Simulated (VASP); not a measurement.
# KF (Fm-3m) in VASP: single point with HSE06

Aim: the single point of KF with HSE06.

All numbers are computed with VASP 6.6.1; they aren't measurements. Logs are shortened: lines on timing, memory, paths and dates and some standing lists are left out, and cuts for length are marked.

### Step 1. The cell of the first run

The structure is cubic, space group Fm-3m (No. 225). The conventional cell has a = 5.161 Å, b = 5.161 Å, c = 5.161 Å, α = 90.00°, β = 90.00°, γ = 90.00°. Within 3.4 Å of K (site symmetry m-3m) lie 6 F at 2.58 Å. Within 3.4 Å of F (site symmetry m-3m) lie 6 K at 2.58 Å.

### Step 2. Single point, HSE06 (strain -3.0%)

POSCAR reads:

```
KF
1.0
    0.0000000000      2.5805212422      2.5805212422
    2.5805212422      0.0000000000      2.5805212422
    2.5805212422      2.5805212422      0.0000000000
K F
1 1
Direct
    0.0000000000      0.0000000000      0.0000000000
    0.5000000000      0.5000000000      0.5000000000
```

INCAR.step1 reads:

```
PREC = Accurate
ENCUT = 520
EDIFF = 1E-5
ISMEAR = 0
SIGMA = 0.01
LREAL = F
LASPH = T
NELM = 80
ALGO = Normal
ISIF = 2
LWAVE = T
LCHARG = F
NBANDS = 15
GGA = PE
```

INCAR.step2 reads:

```
PREC = Accurate
ENCUT = 520
EDIFF = 1E-6
ISMEAR = 0
SIGMA = 0.01
LREAL = F
LASPH = T
NELM = 80
ALGO = Normal
ISIF = 2
LWAVE = F
LCHARG = F
GGA = PE
LHFCALC = T
HFSCREEN = 0.2079
PRECFOCK = Normal
NBANDS = 15
ISTART = 1
```

KPOINTS reads:

```
regular mesh
0
Gamma
  6 6 6
```

Potentials or basis: VASP PAW PBE potentials, release 64 (K_sv, F).

Run with:

```
$ cat potpaw_PBE.64/K_sv/POTCAR potpaw_PBE.64/F/POTCAR > POTCAR
$ cp INCAR.step1 INCAR
$ mpirun -np 1 vasp_std > vasp.out
$ cp INCAR.step2 INCAR
$ mpirun -np 1 vasp_std > vasp.out
```

OUTCAR:

```text
PREC = Accurate
   ENCUT = 520
   EDIFF = 1E-6
   ISMEAR = 0
   LREAL = F
   LASPH = T
   NELM = 80
   ISIF = 2
   GGA = PE
   LHFCALC = T
   HFSCREEN = 0.2079
   PRECFOCK = Normal
   ISTART = 1

 ion  position               nearest neighbor table
   1  0.000  0.000  0.000-   2 2.58   2 2.58   2 2.58   2 2.58   2 2.58   2 2.58
   2  0.500  0.500  0.500-   1 2.58   1 2.58   1 2.58   1 2.58   1 2.58   1 2.58

  LATTYP: Found a face centered cubic cell.
 ALAT       =     5.1610424844

  Lattice vectors:

 A1 = (   0.0000000000,   2.5805212422,   2.5805212422)
 A2 = (   2.5805212422,   0.0000000000,   2.5805212422)
 A3 = (   2.5805212422,   2.5805212422,   0.0000000000)

Analysis of symmetry for initial positions (statically):
=====================================================================
 Subroutine PRICEL returns:
 Original cell was already a primitive cell.

 Routine SETGRP: Setting up the symmetry group for a
 face centered cubic supercell.

 Subroutine GETGRP returns: Found 48 space group operations
 (whereof 48 operations were pure point group operations)
 out of a pool of 48 trial point group operations.

The static configuration has the point symmetry O_h .

Analysis of symmetry for dynamics (positions and initial velocities):
=====================================================================
 Subroutine PRICEL returns:
 Original cell was already a primitive cell.

 Routine SETGRP: Setting up the symmetry group for a
 face centered cubic supercell.

 Subroutine GETGRP returns: Found 48 space group operations
 (whereof 48 operations were pure point group operations)
 out of a pool of 48 trial point group operations.

The dynamic configuration has the point symmetry O_h .

 Subroutine INISYM returns: Found 48 space group operations
 (whereof 48 operations are pure point group operations),
 and found     1 'primitive' translations

----------------------------------------------------------------------------------------

                                     Primitive cell

  volume of cell :      34.3678

  direct lattice vectors                    reciprocal lattice vectors
     0.000000000  2.580521242  2.580521242    -0.193759304  0.193759304  0.193759304
     2.580521242  0.000000000  2.580521242     0.193759304 -0.193759304  0.193759304
     2.580521242  2.580521242  0.000000000     0.193759304  0.193759304 -0.193759304

  length of vectors
     3.649408139  3.649408139  3.649408139     0.335600959  0.335600959  0.335600959

  position of ions in fractional coordinates (direct lattice)
     0.000000000  0.000000000  0.000000000
     0.500000000  0.500000000  0.500000000

  ion indices of the primitive-cell ions
   primitive index   ion index
                 1           1
                 2           2

----------------------------------------------------------------------------------------

 KPOINTS: regular mesh

Automatic generation of k-mesh.
 Grid dimensions read from file:
 generate k-points for:    6    6    6

 Generating k-lattice:

  Cartesian coordinates                     Fractional coordinates (reciprocal lattice)
    -0.032293217  0.032293217  0.032293217     0.166666667  0.000000000  0.000000000
     0.032293217 -0.032293217  0.032293217     0.000000000  0.166666667  0.000000000
     0.032293217  0.032293217 -0.032293217     0.000000000  0.000000000  0.166666667

  Length of vectors
     0.055933493  0.055933493  0.055933493

  Shift w.r.t. Gamma in fractional coordinates (k-lattice)
     0.000000000  0.000000000  0.000000000

 Subroutine IBZKPT returns following result:
 ===========================================

 Found     16 irreducible k-points:

 Following reciprocal coordinates:
            Coordinates               Weight
  0.000000  0.000000  0.000000      1.000000
  0.166667  0.000000  0.000000      8.000000
  0.333333  0.000000  0.000000      8.000000
  0.500000  0.000000  0.000000      4.000000
  0.166667  0.166667  0.000000      6.000000
  0.333333  0.166667  0.000000     24.000000
[... 8 lines left out ...]
 -0.333333  0.333333  0.166667     24.000000
 -0.333333  0.500000  0.166667     12.000000
   k-points           NKPTS =     16   k-points in BZ     NKDIM =    216   number of bands    NBANDS=     15
   number of dos      NEDOS =    301   number of ions     NIONS =      2
   total plane-waves  NPLWV =  21952
   dimension x,y,z NGX =    28 NGY =   28 NGZ =   28
   dimension x,y,z NGXF=    56 NGYF=   56 NGZF=   56
   ions per type =               1   1
   NGX,Y,Z   is equivalent  to a cutoff of  12.76, 12.76, 12.76 a.u.
   NGXF,Y,Z  is equivalent  to a cutoff of  25.51, 25.51, 25.51 a.u.
 SYSTEM =  unknown system
   PREC   = accura    normal or accurate (medium, high low for compatibility)
   ISTART =      1    job   : 0-new  1-cont  2-samecut
   ICHARG =      0    charge: 1-file 2-atom 10-const
   ISPIN  =      1    spin polarized calculation?
   LNONCOLLINEAR =      F non collinear calculations
   LSORBIT =      F    spin-orbit coupling
   LASPH  =      T    aspherical Exc in radial PAW
   ENCUT  =  520.0 eV  38.22 Ry    6.18 a.u.   6.79  6.79  6.79*2*pi/ulx,y,z
   NELM   =     80;   NELMIN=  2; NELMDL=  0     # of ELM steps
   EDIFF  = 0.1E-05   stopping-criterion for ELM
   LREAL  =      F    real-space projection
   EDIFFG = 0.1E-04   stopping-criterion for IOM
   NSW    =      0    number of steps for IOM
   IBRION =     -1    ionic relax: 0-MD 1-quasi-New 2-CG
   NFREE  =      0    steps in history (QN), initial steepest desc. (CG)
   ISIF   =      2    stress and relaxation
   ISYM   =      3    0-nonsym 1-usesym 2-fastsym
   POTIM  = 0.5000    time-step for ionic-motion
   TEBEG  =    0.0;   TEEND  =   0.0 temperature during run
   PSTRESS=    0.0 pullay stress
   NELECT =      16.0000    total number of electrons
   NUPDOWN=      -1.0000    fix difference up-down
   EMIN   =  10.00;   EMAX   =-10.00  energy-range for DOS
   EFERMI =   0.00;   METHOD = LEGACY
   ISMEAR =     0;   SIGMA  =   0.01  broadening in eV -4-tet -1-fermi 0-gaus
   EFERMI_NEDOS =   21; number of points for ismear=-14 and -15
   IALGO  =     38    algorithm
   IMIX   =      1    mixing-type and parameters
     AMIX     =   0.40;   BMIX     =  1.00
     AMIX_MAG =   1.60;   BMIX_MAG =  1.00
  volume/ion in A,a.u.               =      17.18       115.96
  Fermi-wavevector in a.u.,A,eV,Ry     =   1.268812  2.397708 21.903811  1.609885
  Thomas-Fermi vector in A             =   2.401887
   LORBIT       =      0    0 simple, 1 ext, 2 COOP (PROOUT), +10 PAW based schemes
   GGA     = PE    functional components
   LHFCALC =     T    Hartree Fock is set to
   PRECFOCK=normal    Normal, Fast or Accurate (Low or Medium for compatibility)
   ENCUT4O =  -1.0   cutoff for four orbital integrals eV
   NKREDX  =     1    reduce k-point grid by
   NKREDY  =     1    reduce k-point grid by
   NKREDZ  =     1    reduce k-point grid by
   AEXX    =    0.2500 exact exchange contribution
   HFSCREEN=    0.2079 screening length (either q_TF or 0.3 A-1)
   HFSCREENC=   0.2079 screening length for correlation (either q_TF or 0.3 A-1)
   ENCUTFOCK=  -1.0 apply spherical cutoff to Coloumb kernel
   IVDW    =     0    specifies the selected vdW correction
   LEPSILON=     F    determine dielectric tensor
   LRPA    =     F    only Hartree local field effects (RPA)
 non-spin polarized calculation
 Gauss-broadening in eV      SIGMA  =   0.01
  energy-cutoff  :      520.00
  volume of cell :       34.37
 maximum number of plane-waves:       941
  NGX = 24; NGY = 24; NGZ = 24

 number of electron      15.9999998 magnetization

 Free energy of the ion-electron system (eV)
  ---------------------------------------------------
  ext. energy  EPLUGINS =         0.00000000
  ---------------------------------------------------
  free energy    TOTEN  =        -9.89740130 eV

  energy without entropy =       -9.89740130  energy(sigma->0) =       -9.89740130

 E-fermi :  -4.0381     XC(G=0):  -7.3246

 val. band max:       -4.1055710563   @ k =   0.0000   0.0000   0.0000
 cond. band min:       4.6809726302   @ k =   0.0000   0.0000   0.0000
 fundamental gap:      8.7865436865
 Fermi energy:        -4.0380939420

 k-point     1 :       0.0000    0.0000    0.0000
  band No.  band energies     occupation
      1     -31.4726      2.00000
      2     -24.3593      2.00000
      3     -13.2666      2.00000
      4     -13.2666      2.00000
      5     -13.2666      2.00000
      6      -4.1056      2.00000
      7      -4.1056      2.00000
      8      -4.1056      2.00000
      9       4.6810      0.00000
     10       9.2236      0.00000
     11       9.2236      0.00000
     12       9.2236      0.00000
     13      11.2074      0.00000
     14      11.2074      0.00000
     15      15.5132      0.00000

 k-point     2 :       0.1667    0.0000    0.0000
  band No.  band energies     occupation
      1     -31.4319      2.00000
      2     -24.3989      2.00000
      3     -13.3508      2.00000
      4     -13.2754      2.00000
      5     -13.2754      2.00000
      6      -4.3668      2.00000
      7      -4.2223      2.00000
      8      -4.2223      2.00000
      9       5.5015      0.00000
     10       8.7725      0.00000
     11       9.6549      0.00000
     12       9.6549      0.00000
     13      11.5456      0.00000
     14      11.5456      0.00000
     15      17.0079      0.00000

 k-point     3 :       0.3333    0.0000    0.0000
  band No.  band energies     occupation
      1     -31.3486      2.00000
      2     -24.4811      2.00000
      3     -13.5181      2.00000
      4     -13.2926      2.00000
      5     -13.2926      2.00000
      6      -4.8188      2.00000
      7      -4.4482      2.00000
      8      -4.4482      2.00000
      9       7.1178      0.00000
     10       8.6537      0.00000
     11      10.5610      0.00000
     12      10.5610      0.00000
     13      12.5691      0.00000
     14      12.5691      0.00000
     15      17.4794      0.00000

 k-point     4 :       0.5000    0.0000    0.0000
  band No.  band energies     occupation
      1     -31.3060      2.00000
      2     -24.5229      2.00000
      3     -13.6010      2.00000
      4     -13.3008      2.00000
      5     -13.3008      2.00000
      6      -5.0198      2.00000
      7      -4.5577      2.00000
      8      -4.5577      2.00000
      9       7.5887      0.00000
     10       9.4189      0.00000
     11      10.9877      0.00000
     12      10.9877      0.00000
     13      13.6600      0.00000
     14      13.6600      0.00000
     15      15.9353      0.00000
[... 163 lines left out ...]
 k-point    14 :       0.5000    0.3333    0.1667
  band No.  band energies     occupation
      1     -31.3033      2.00000
      2     -24.4662      2.00000
      3     -13.6666      2.00000
      4     -13.6140      2.00000
      5     -13.3662      2.00000
      6      -4.6572      2.00000
      7      -4.4369      2.00000
      8      -4.1858      2.00000
      9       7.6008      0.00000
     10       8.1311      0.00000
     11      10.6193      0.00000
     12      11.9241      0.00000
     13      12.4597      0.00000
     14      13.7991      0.00000
     15      15.7828      0.00000

 k-point    15 :      -0.3333    0.3333    0.1667
  band No.  band energies     occupation
      1     -31.2780      2.00000
      2     -24.4738      2.00000
      3     -13.7626      2.00000
      4     -13.7051      2.00000
      5     -13.3588      2.00000
      6      -4.6692      2.00000
      7      -4.3317      2.00000
      8      -4.2957      2.00000
      9       8.0531      0.00000
     10       8.4198      0.00000
     11      10.4127      0.00000
     12      12.3223      0.00000
     13      13.0675      0.00000
     14      14.4728      0.00000
     15      14.9627      0.00000

 k-point    16 :      -0.3333    0.5000    0.1667
  band No.  band energies     occupation
      1     -31.2701      2.00000
      2     -24.4472      2.00000
      3     -13.9551      2.00000
      4     -13.7038      2.00000
      5     -13.4164      2.00000
      6      -4.4898      2.00000
      7      -4.2254      2.00000
      8      -4.1782      2.00000
      9       7.2183      0.00000
     10       9.2852      0.00000
     11       9.8814      0.00000
     12      12.7561      0.00000
     13      13.5283      0.00000
     14      14.5408      0.00000
     15      14.7646      0.00000

------------------------ aborting loop because EDIFF is reached ----------------------------------------

  FORCE on cell =-STRESS in cart. coord.  units (eV):
  Direction    XX          YY          ZZ          XY          YZ          ZX
  --------------------------------------------------------------------------------------
  -------------------------------------------------------------------------------------
  Total        1.1294398      1.1294398      1.1294398      0.0000000      0.0000000     -0.0000000
  in kB       52.6527852     52.6527852     52.6527852      0.0000000      0.0000000     -0.0000000
  external PRESSURE =      52.6527852 kB  Pullay stress =       0.0000000 kB

 VOLUME and BASIS-vectors are now :
 -----------------------------------------------------------------------------
  energy-cutoff  :      520.00
  volume of cell :       34.37
      direct lattice vectors                 reciprocal lattice vectors
     0.000000000  2.580521242  2.580521242    -0.193759304  0.193759304  0.193759304
     2.580521242  0.000000000  2.580521242     0.193759304 -0.193759304  0.193759304
     2.580521242  2.580521242  0.000000000     0.193759304  0.193759304 -0.193759304

 POSITION                                       TOTAL-FORCE (eV/Angst)
 -----------------------------------------------------------------------------------
      0.00000      0.00000      0.00000        -0.000000      0.000000     -0.000000
      2.58052      2.58052      2.58052         0.000000     -0.000000      0.000000
 -----------------------------------------------------------------------------------
    total drift:                               -0.000000     -0.000000     -0.000000

  FREE ENERGIE OF THE ION-ELECTRON SYSTEM (eV)
  ---------------------------------------------------
  free  energy   TOTEN  =        -9.8974013008 eV

  energy  without entropy=       -9.8974013008  energy(sigma->0) =       -9.89740130
```

Run time: 60 min. Hardware: 1 thread of Intel Xeon 8259CL, shared host; peak memory 0.29 GiB.

Results:

| Item | Value |
| --- | --- |
| Free energy | -9.8974 eV |
| Pressure | 5.3 GPa |
| Band gap on the k mesh | 8.79 eV |

Levels at points of the mesh, in eV from the valence-band top:
| k point | band 4 | band 5 | band 6 | band 7 | band 8 | band 9 | band 10 | band 11 | band 12 | band 13 |
| --- | --- | --- | --- | --- | --- | --- | --- | --- | --- | --- |
| (0.00, 0.00, 0.00) | -9.16 | -9.16 | 0.00 | 0.00 | 0.00 | 8.79 | 13.33 | 13.33 | 13.33 | 15.31 |
| (0.50, 0.00, 0.00) | -9.20 | -9.20 | -0.91 | -0.45 | -0.45 | 11.69 | 13.52 | 15.09 | 15.09 | 17.77 |
| (0.50, 0.50, 0.00) | -9.47 | -9.47 | -0.12 | -0.02 | -0.02 | 10.42 | 13.28 | 14.86 | 16.85 | 17.62 |

Caveat: the cell differs from its parent crystal (strain -3.0%); the cell stands under pressure; the PAW data sets were made with another functional, which shifts forces and pressure a little.
